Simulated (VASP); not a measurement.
# BeAlS3 (P4mm) in VASP: a series of runs

Runs on BeAlS3. Level: PBE. Tasks: single point, relaxation of cell and atoms.

Everything below comes from runs of VASP 6.6.1. Logs are shortened: lines on timing, memory, paths and dates and some standing lists are left out, and cuts for length are marked.

## (1) The cell of the first run

The structure is tetragonal, space group P4mm (No. 99). Conventional cell: a = 4.243 Å, b = 4.243 Å, c = 4.262 Å, α = 90.00°, β = 90.00°, γ = 90.00°. Be (site symmetry 4mm) has 12 S at 2.96 to 3.05 Å and 8 Al at 3.64 to 3.72 Å within 3.9 Å. Al (site symmetry 4mm) has 6 S at 1.99 to 2.28 Å within 2.6 Å. Within 2.6 Å of S (site symmetry 4mm) lie 2 Al at 1.99 to 2.28 Å. S (site symmetry 2mm) has 2 Al at 2.13 Å within 2.8 Å.

## (2) Single point, PBE

INCAR reads:

```
SYSTEM = BeAlS3
PREC = Accurate ; ENCUT = 520
EDIFF = 1E-7 ; ISMEAR = 0
SIGMA = 0.1 ; LREAL = .FALSE.
LASPH = .TRUE. ; NELM = 80
ALGO = Normal ; ISIF = 2
LWAVE = .FALSE. ; LCHARG = .TRUE.
GGA = PE ; LELF = .TRUE.
LVHAR = .TRUE. ; NBANDS = 20
```

KPOINTS reads:

```
regular mesh
0
G
  4 4 4
  0 0 0
```

POSCAR reads:

```
BeAlS3
1.0
    4.2428486100      0.0000000000      0.0000000000
    0.0000000000      4.2428486100      0.0000000000
    0.0000000000      0.0000000000      4.2621547000
Be Al S
1 1 3
Direct
    0.0000000000      0.0000000000      0.0000000000
    0.5000000000      0.5000000000      0.4819999900
    0.5000000000      0.5000000000      0.0160000000
    0.5000000000      0.0000000000      0.5149999900
    0.0000000000      0.5000000000      0.5149999900
```

Potentials or basis: VASP PAW PBE potentials, release 64 (Be, Al, S).

Run with:

```console
$ cat potpaw_PBE.64/Be/POTCAR potpaw_PBE.64/Al/POTCAR potpaw_PBE.64/S/POTCAR > POTCAR
$ mpirun -np 1 vasp_std > vasp.out
```

OUTCAR:

```text
SYSTEM = BeAlS3
   PREC = Accurate
   ENCUT = 520
   EDIFF = 1E-7
   ISMEAR = 0
   LREAL = .FALSE.
   LASPH = .TRUE.
   NELM = 80
   ISIF = 2
   GGA = PE

 ion  position               nearest neighbor table
   1  0.000  0.000  0.000-
   2  0.500  0.500  0.482-   3 1.99   4 2.13   5 2.13   4 2.13   5 2.13   3 2.28
   3  0.500  0.500  0.016-   2 1.99   2 2.28
   4  0.500  0.000  0.515-   2 2.13   2 2.13
   5  0.000  0.500  0.515-   2 2.13   2 2.13

  LATTYP: Found a simple tetragonal cell.
 ALAT       =     4.2428486100
 C/A-ratio  =     1.0045502661

  Lattice vectors:

 A1 = (   4.2428486100,   0.0000000000,   0.0000000000)
 A2 = (   0.0000000000,   4.2428486100,   0.0000000000)
 A3 = (   0.0000000000,   0.0000000000,   4.2621547000)

Analysis of symmetry for initial positions (statically):
=====================================================================
 Subroutine PRICEL returns:
 Original cell was already a primitive cell.

 Routine SETGRP: Setting up the symmetry group for a
 simple tetragonal supercell.

 Subroutine GETGRP returns: Found  8 space group operations
 (whereof  8 operations were pure point group operations)
 out of a pool of 16 trial point group operations.

The static configuration has the point symmetry C_4v.

Analysis of symmetry for dynamics (positions and initial velocities):
=====================================================================
 Subroutine PRICEL returns:
 Original cell was already a primitive cell.

 Routine SETGRP: Setting up the symmetry group for a
 simple tetragonal supercell.

 Subroutine GETGRP returns: Found  8 space group operations
 (whereof  8 operations were pure point group operations)
 out of a pool of 16 trial point group operations.

The dynamic configuration has the point symmetry C_4v.

 Subroutine INISYM returns: Found  8 space group operations
 (whereof  8 operations are pure point group operations),
 and found     1 'primitive' translations

----------------------------------------------------------------------------------------

                                     Primitive cell

  volume of cell :      76.7263

  direct lattice vectors                    reciprocal lattice vectors
     4.242848610  0.000000000  0.000000000     0.235690710  0.000000000  0.000000000
     0.000000000  4.242848610  0.000000000     0.000000000  0.235690710  0.000000000
     0.000000000  0.000000000  4.262154700     0.000000000  0.000000000  0.234623112

  length of vectors
     4.242848610  4.242848610  4.262154700     0.235690710  0.235690710  0.234623112

  position of ions in fractional coordinates (direct lattice)
     0.000000000  0.000000000  0.000000000
     0.500000000  0.500000000  0.481999990
     0.500000000  0.500000000  0.016000000
     0.500000000  0.000000000  0.514999990
     0.000000000  0.500000000  0.514999990

  ion indices of the primitive-cell ions
   primitive index   ion index
                 1           1
                 2           2
                 3           3
                 4           4
                 5           5

----------------------------------------------------------------------------------------

 KPOINTS: regular mesh

Automatic generation of k-mesh.
 Grid dimensions read from file:
 generate k-points for:    4    4    4

 Generating k-lattice:

  Cartesian coordinates                     Fractional coordinates (reciprocal lattice)
     0.058922677  0.000000000  0.000000000     0.250000000  0.000000000  0.000000000
     0.000000000  0.058922677  0.000000000     0.000000000  0.250000000  0.000000000
     0.000000000  0.000000000  0.058655778     0.000000000  0.000000000  0.250000000

  Length of vectors
     0.058922677  0.058922677  0.058655778

  Shift w.r.t. Gamma in fractional coordinates (k-lattice)
     0.000000000  0.000000000  0.000000000

 Subroutine IBZKPT returns following result:
 ===========================================

 Found     18 irreducible k-points:

 Following reciprocal coordinates:
            Coordinates               Weight
  0.000000  0.000000  0.000000      1.000000
  0.250000  0.000000  0.000000      4.000000
  0.500000  0.000000  0.000000      2.000000
  0.250000  0.250000  0.000000      4.000000
  0.500000  0.250000  0.000000      4.000000
  0.500000  0.500000  0.000000      1.000000
[... 10 lines left out ...]
  0.500000  0.250000  0.500000      4.000000
  0.500000  0.500000  0.500000      1.000000
   k-points           NKPTS =     18   k-points in BZ     NKDIM =     18   number of bands    NBANDS=     20
   number of dos      NEDOS =    301   number of ions     NIONS =      5
   total plane-waves  NPLWV =  32768
   dimension x,y,z NGX =    32 NGY =   32 NGZ =   32
   dimension x,y,z NGXF=    64 NGYF=   64 NGZF=   64
   ions per type =               1   1   3
   NGX,Y,Z   is equivalent  to a cutoff of  12.54, 12.54, 12.48 a.u.
   NGXF,Y,Z  is equivalent  to a cutoff of  25.08, 25.08, 24.96 a.u.
 SYSTEM =  BeAlS3
   PREC   = accura    normal or accurate (medium, high low for compatibility)
   ISTART =      0    job   : 0-new  1-cont  2-samecut
   ICHARG =      2    charge: 1-file 2-atom 10-const
   ISPIN  =      1    spin polarized calculation?
   LNONCOLLINEAR =      F non collinear calculations
   LSORBIT =      F    spin-orbit coupling
   LASPH  =      T    aspherical Exc in radial PAW
   ENCUT  =  520.0 eV  38.22 Ry    6.18 a.u.   7.89  7.89  7.92*2*pi/ulx,y,z
   NELM   =     80;   NELMIN=  2; NELMDL= -5     # of ELM steps
   EDIFF  = 0.1E-06   stopping-criterion for ELM
   LREAL  =      F    real-space projection
   EDIFFG = 0.1E-05   stopping-criterion for IOM
   NSW    =      0    number of steps for IOM
   IBRION =     -1    ionic relax: 0-MD 1-quasi-New 2-CG
   NFREE  =      0    steps in history (QN), initial steepest desc. (CG)
   ISIF   =      2    stress and relaxation
   ISYM   =      2    0-nonsym 1-usesym 2-fastsym
   POTIM  = 0.5000    time-step for ionic-motion
   TEBEG  =    0.0;   TEEND  =   0.0 temperature during run
   PSTRESS=    0.0 pullay stress
   NELECT =      23.0000    total number of electrons
   NUPDOWN=      -1.0000    fix difference up-down
   EMIN   =  10.00;   EMAX   =-10.00  energy-range for DOS
   EFERMI =   0.00;   METHOD = LEGACY
   ISMEAR =     0;   SIGMA  =   0.10  broadening in eV -4-tet -1-fermi 0-gaus
   EFERMI_NEDOS =   21; number of points for ismear=-14 and -15
   IALGO  =     38    algorithm
   IMIX   =      4    mixing-type and parameters
     AMIX     =   0.40;   BMIX     =  1.00
     AMIX_MAG =   1.60;   BMIX_MAG =  1.00
  volume/ion in A,a.u.               =      15.35       103.55
  Fermi-wavevector in a.u.,A,eV,Ry     =   1.095644  2.070466 16.332912  1.200435
  Thomas-Fermi vector in A             =   2.231971
   LORBIT       =      0    0 simple, 1 ext, 2 COOP (PROOUT), +10 PAW based schemes
   GGA     = PE    functional components
   LHFCALC =     F    Hartree Fock is set to
   AEXX    =    0.0000 exact exchange contribution
   IVDW    =     0    specifies the selected vdW correction
   LEPSILON=     F    determine dielectric tensor
   LRPA    =     F    only Hartree local field effects (RPA)
 non-spin polarized calculation
 Gauss-broadening in eV      SIGMA  =   0.10
  energy-cutoff  :      520.00
  volume of cell :       76.73
 maximum number of plane-waves:      2103
 NGX is ok and might be reduce to    32
   NGX = 15   NGY = 15   NGZ = 15

 number of electron      23.0000008 magnetization

 Free energy of the ion-electron system (eV)
  ---------------------------------------------------
  ext. energy  EPLUGINS =         0.00000000
  ---------------------------------------------------
  free energy    TOTEN  =       -15.99529514 eV

  energy without entropy =      -15.95938500  energy(sigma->0) =      -15.97734007

 E-fermi :   6.4762     XC(G=0): -10.2870

 val. band max:        6.4633219226   @ k =   0.2500   0.2500   0.2500
 cond. band min:       6.5598244991   @ k =   0.5000   0.2500   0.2500
 fundamental gap:      0.0965025765
 Fermi energy:         6.4761898958

 k-point     1 :       0.0000    0.0000    0.0000
  band No.  band energies     occupation
      1      -9.2864      2.00000
      2      -5.0824      2.00000
      3      -5.0408      2.00000
      4      -0.0426      2.00000
      5      -0.0426      2.00000
      6      -0.0105      2.00000
[... 12 lines left out ...]
     19      12.1843      0.00000
     20      12.1843      0.00000

 k-point     2 :       0.2500    0.0000    0.0000
  band No.  band energies     occupation
      1      -8.9407      2.00000
      2      -5.9044      2.00000
      3      -5.0208      2.00000
      4       0.2487      2.00000
      5       0.2789      2.00000
      6       0.6803      2.00000
[... 12 lines left out ...]
     19      13.3874      0.00000
     20      13.4535      0.00000

 k-point     3 :       0.5000    0.0000    0.0000
  band No.  band energies     occupation
      1      -8.3529      2.00000
      2      -6.9000      2.00000
      3      -4.9684      2.00000
      4       0.6584      2.00000
      5       0.6952      2.00000
      6       1.9593      2.00000
[... 12 lines left out ...]
     19      14.5568      0.00000
     20      15.6358      0.00000

 k-point     4 :       0.2500    0.2500    0.0000
  band No.  band energies     occupation
      1      -8.5929      2.00000
      2      -6.0161      2.00000
      3      -5.5235      2.00000
      4      -0.2481      2.00000
      5       0.5824      2.00000
      6       2.0884      2.00000
[... 291 lines left out ...]
 k-point    17 :       0.5000    0.2500    0.5000
  band No.  band energies     occupation
      1      -6.9020      2.00000
      2      -6.5780      2.00000
      3      -6.5410      2.00000
      4      -1.9916      2.00000
      5       0.5184      2.00000
      6       1.6389      2.00000
[... 12 lines left out ...]
     19      13.6997      0.00000
     20      16.2409      0.00000

 k-point    18 :       0.5000    0.5000    0.5000
  band No.  band energies     occupation
      1      -6.4735      2.00000
      2      -6.4671      2.00000
      3      -6.4671      2.00000
      4      -3.1421      2.00000
      5       0.7808      2.00000
      6       0.8075      2.00000
[... 12 lines left out ...]
     19      12.4559      0.00000
     20      16.3918      0.00000

------------------------ aborting loop because EDIFF is reached ----------------------------------------

  FORCE on cell =-STRESS in cart. coord.  units (eV):
  Direction    XX          YY          ZZ          XY          YZ          ZX
  --------------------------------------------------------------------------------------
  -------------------------------------------------------------------------------------
  Total       11.7539433     11.7539433     14.3670076      0.0000000      0.0000000     -0.0000000
  in kB      245.4425728    245.4425728    300.0078534      0.0000000      0.0000000     -0.0000000
  external PRESSURE =     263.6309997 kB  Pullay stress =       0.0000000 kB

 VOLUME and BASIS-vectors are now :
 -----------------------------------------------------------------------------
  energy-cutoff  :      520.00
  volume of cell :       76.73
      direct lattice vectors                 reciprocal lattice vectors
     4.242848610  0.000000000  0.000000000     0.235690710  0.000000000  0.000000000
     0.000000000  4.242848610  0.000000000     0.000000000  0.235690710  0.000000000
     0.000000000  0.000000000  4.262154700     0.000000000  0.000000000  0.234623112

 POSITION                                       TOTAL-FORCE (eV/Angst)
 -----------------------------------------------------------------------------------
      0.00000      0.00000      0.00000        -0.000000      0.000000     -0.281877
      2.12142      2.12142      2.05436         0.000000      0.000000      3.226603
      2.12142      2.12142      0.06819         0.000000      0.000000     -4.107159
      2.12142      0.00000      2.19501         0.000000      0.000000      0.581217
      0.00000      2.12142      2.19501         0.000000     -0.000000      0.581217
 -----------------------------------------------------------------------------------
    total drift:                                0.000000      0.000000      0.000214

  FREE ENERGIE OF THE ION-ELECTRON SYSTEM (eV)
  ---------------------------------------------------
  free  energy   TOTEN  =       -15.9952951355 eV

  energy  without entropy=      -15.9593849992  energy(sigma->0) =      -15.97734007
```

Run time: 18 s. Hardware: 1 thread of Intel Xeon Platinum 8375C at 2.90GHz (Ice Lake), shared host; peak memory 0.18 GiB.

Results:

```yaml
Free_energy: -15.9953 eV
Pressure: 26.4 GPa
Largest_force: 4.107 eV/Å
```

Forces in eV/Å, atoms in the order of the input:
```
Be   0.000  0.000 -0.282
Al   0.000  0.000  3.227
S    0.000  0.000 -4.107
S    0.000  0.000  0.581
S    0.000  0.000  0.581
```

Levels at points of the mesh, in eV from the Fermi level:
| k point | band 9 | band 10 | band 11 | band 12 | band 13 | band 14 | band 15 | band 16 |
| --- | --- | --- | --- | --- | --- | --- | --- | --- |
| (0.00, 0.00, 0.00) | -0.98 | -0.98 | -0.62 | -0.62 | -0.62 | 3.71 | 4.64 | 4.64 |
| (0.50, 0.00, 0.00) | -3.01 | -2.03 | -0.48 | -0.46 | 1.86 | 1.98 | 4.16 | 4.17 |
| (0.50, 0.50, 0.00) | -2.54 | -2.54 | -1.28 | 1.22 | 1.34 | 2.11 | 4.25 | 4.25 |
| (0.00, 0.00, 0.50) | -3.00 | -2.01 | -0.45 | -0.45 | 1.81 | 1.94 | 4.20 | 4.20 |
| (0.50, 0.00, 0.50) | -2.58 | -2.55 | -1.32 | 1.20 | 1.40 | 2.13 | 4.20 | 4.21 |
| (0.50, 0.50, 0.50) | -1.25 | -1.21 | 1.27 | 1.27 | 1.29 | 5.62 | 5.62 | 5.66 |

Caveat: the k points lie up to 0.37 Å⁻¹ apart; forces of over 1 eV/Å act on the atoms, so gaps and moduli don't describe the material at rest.

## (3) Relaxation of cell and atoms, PBE

INCAR reads:

```
PREC = Accurate
ENCUT = 600
EDIFF = 1E-6
ISMEAR = 0
SIGMA = 0.1
LREAL = F
LASPH = T
NELM = 100
ALGO = Normal
ISIF = 3
LWAVE = F
LCHARG = F
GGA = PE
IBRION = 2
NSW = 90
EDIFFG = -0.04
```

KPOINTS reads:

```
Automatic mesh
0
Gamma
  4 4 4
```

POSCAR is that of step 2.

Potentials or basis: VASP PAW PBE potentials, release 64 (Be, Al, S).

Run with:

```console
$ cat potpaw_PBE.64/Be/POTCAR potpaw_PBE.64/Al/POTCAR potpaw_PBE.64/S/POTCAR > POTCAR
$ mpirun -np 1 vasp_std > vasp.out
```

Run time: 12 min. Hardware: 1 thread of Intel Xeon Platinum 8375C at 2.90GHz (Ice Lake), shared host; peak memory 0.21 GiB.

Results (log left out):

```
Free energy                            : -21.1105 eV
Relaxed volume                         : 23.78 Å³/atom
Relaxed cell                           : a = 4.310 Å, b = 4.310 Å, c = 6.401 Å, α = 90.00°, β = 90.00°, γ = 90.00°
Space group after relaxing (to 0.05 Å) : P4mm (No. 99)
Energy gained by relaxing              : 1022.8 meV/atom
Ionic steps                            : 61
Pressure after relaxing                : 0.1 GPa
Largest force after relaxing           : 0.034 eV/Å
```

Forces on the atoms (eV/Å):
```
Be   0.000  0.000 -0.011
Al   0.000  0.000  0.027
S    0.000  0.000  0.034
S    0.000  0.000 -0.025
S    0.000  0.000 -0.025
```

Stress tensor (GPa, compression positive):
```
0.11 0.00 0.00
0.00 0.11 0.00
0.00 0.00 0.04
```

The path:
| step | energy change (eV) | largest force (eV/Å) | pressure (GPa) | volume (Å³) |
| --- | --- | --- | --- | --- |
| 1 | 0.0000 | 4.1064 | 26.40 | 76.73 |
| 3 | -1.4262 | 1.4149 | 2.38 | 93.83 |
| 5 | -1.5091 | 0.4393 | -1.40 | 98.62 |
| 7 | -1.5341 | 0.5321 | -0.23 | 96.85 |
| 9 | -1.5584 | 0.7203 | 1.23 | 94.95 |
| 11 | -1.7758 | 1.5048 | 3.50 | 92.45 |
| 13 | -2.9450 | 6.2286 | 19.97 | 82.87 |
| 15 | -2.9557 | 5.7702 | 18.64 | 83.39 |
| 17 | -2.9614 | 5.8249 | 18.83 | 83.32 |
| 19 | -2.9805 | 6.0782 | 19.67 | 83.01 |
| 21 | -3.0065 | 6.3717 | 20.74 | 82.63 |
| 23 | -3.1578 | 5.8268 | 20.00 | 82.95 |
| 25 | -3.6662 | 3.8864 | 17.34 | 84.23 |
| 27 | -4.4662 | 0.8202 | 10.26 | 89.41 |
| 29 | -4.5503 | 0.9374 | 8.51 | 90.99 |
| 31 | -4.8336 | 0.5475 | -1.07 | 102.73 |
| 33 | -4.8535 | 0.5815 | -0.32 | 101.67 |
| 35 | -4.9376 | 0.6916 | -0.26 | 103.29 |
| 37 | -4.9693 | 0.4096 | 0.21 | 103.89 |
| 39 | -4.9930 | 0.1246 | 0.41 | 105.15 |
| 41 | -5.0284 | 0.7478 | -1.01 | 115.11 |
| 43 | -5.0511 | 0.6502 | -1.08 | 116.75 |
| 45 | -5.0720 | 0.6485 | -1.13 | 120.11 |
| 47 | -5.0832 | 0.5184 | -0.88 | 119.11 |
| 49 | -5.1017 | 0.1868 | 0.21 | 116.65 |
| 51 | -5.1073 | 0.0815 | 0.26 | 116.90 |
| 53 | -5.1079 | 0.0580 | 0.28 | 117.00 |
| 55 | -5.1099 | 0.1374 | -0.11 | 117.98 |
| 57 | -5.1129 | 0.0762 | -0.03 | 118.75 |
| 59 | -5.1136 | 0.0664 | 0.19 | 118.56 |
| 61 | -5.1142 | 0.0341 | 0.09 | 118.92 |

Final structure:
```
Be Al S
1.0
     4.31007    0.00000    0.00000
     0.00000    4.31007    0.00000
     0.00000    0.00000    6.40149
Be Al S
1 1 3
Direct
  0.00000 0.00000 0.69400
  0.50000 0.50000 0.45799
  0.50000 0.50000 0.11829
  0.50000 0.00000 0.62886
  0.00000 0.50000 0.62886
```

Levels at points of the mesh, in eV from the Fermi level:
```csv
k point,band 8,band 9,band 10,band 11,band 12,band 13,band 14,band 15
"(0.00, 0.00, 0.00)",-1.07,-1.07,-0.84,0.07,0.07,0.55,3.34,4.75
"(0.50, 0.00, 0.00)",-3.02,-2.70,-0.97,-0.93,0.14,4.35,4.48,5.71
"(0.50, 0.50, 0.00)",-2.34,-0.74,-0.74,0.48,0.52,2.27,5.75,5.75
"(0.00, 0.00, 0.50)",-1.07,-1.07,-0.87,-0.06,-0.06,0.80,4.29,5.02
"(0.50, 0.00, 0.50)",-3.00,-2.39,-1.67,-0.30,0.02,3.99,4.65,5.74
"(0.50, 0.50, 0.50)",-1.75,-0.17,-0.17,0.49,0.52,2.05,3.29,5.74
```

Caveat: the k points lie up to 0.36 Å⁻¹ apart in the final cell; the volume moved by over 15 % at a fixed basis, so the end points are rough.
